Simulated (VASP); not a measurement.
## TiO2 (Rutile): single point with r2SCAN

**The experiment to reproduce.**

“Shallow Valence Band of Rutile GeO2 and P-type Doping”, 2020, arxiv:2011.08928 quotes, for a bulk crystal of TiO2 at 1.6 K: band gap 3.03 eV (direct).

TiO2 (Rutile):

```
Ti O
1.0
     4.59695    0.00000    0.00000
     0.00000    4.59695    0.00000
     0.00000    0.00000    2.95354
Ti O
2 4
Direct
  0.00000 0.00000 0.00000
  0.50000 0.50000 0.50000
  0.30463 0.30463 0.00000
  0.19537 0.80463 0.50000
  0.69537 0.69537 0.00000
  0.80463 0.19537 0.50000
```

```json
{
 "Program": "VASP 6.6.1",
 "Task": "single point",
 "Functional": "r2SCAN",
 "Potentials or basis": "VASP PAW PBE potentials, release 64 (Ti_sv, O)",
 "Cutoff": "520 eV",
 "k mesh": "6 × 6 × 10",
 "Occupations": "gaussian, width 0.02 eV",
 "Spin": "no spin polarisation",
 "Dipole correction": "no",
 "Further INCAR settings": "ALGO = Normal; EDIFF = 1e-06; NBANDS = 33"
}
```

```
Pressure               : 1.3 GPa
Largest force          : 0.036 eV/Å
Band gap on the k mesh : 2.23 eV, direct
```

Forces in eV/Å, atoms in the order of the input:
```
Ti   0.000  0.000  0.000
Ti   0.000  0.000  0.000
O   -0.026 -0.026  0.000
O    0.026 -0.026  0.000
O    0.026  0.026  0.000
O   -0.026  0.026  0.000
```

Stress tensor (GPa, compression positive):
```
1.03 0.00 0.00
0.00 1.03 0.00
0.00 0.00 1.76
```

Levels at points of the mesh, in eV from the valence-band top:
```tsv
k point	band 22	band 23	band 24	band 25	band 26	band 27
(0.00, 0.00, 0.00)	-0.49	-0.49	0.00	2.23	2.55	2.79
(0.50, 0.00, 0.00)	-1.70	-0.77	-0.77	2.92	2.92	3.41
(0.50, 0.50, 0.00)	-1.38	-1.13	-1.13	2.27	2.27	2.90
(0.00, 0.00, 0.50)	-2.40	-1.48	-1.48	3.33	3.33	3.59
(0.50, 0.00, 0.50)	-2.08	-1.09	-1.09	2.29	2.29	3.62
(0.50, 0.50, 0.50)	-1.32	-0.72	-0.72	2.97	2.97	3.60
```

Run time: 3.8 min on 1 thread of Intel(R) Xeon(R) Platinum 8488C (Sapphire Rapids), on a shared host, peak memory 0.23 GiB.

Measured gap of TiO2: 3.03 eV (direct; 1.6 K; quoted in “Shallow Valence Band of Rutile GeO2 and P-type Doping”, 2020, arxiv:2011.08928). This calculation gives 2.23 eV (-0.80 eV). 2 values of this kind are on record in papers (3.03 to 3.05 eV); this one was drawn at random among those near their median. The value is that of r2SCAN on a finite k mesh, which can miss the band edges, without temperature or zero-point motion.

Caveat: the PAW data sets were made with another functional, which shifts forces and pressure a little.
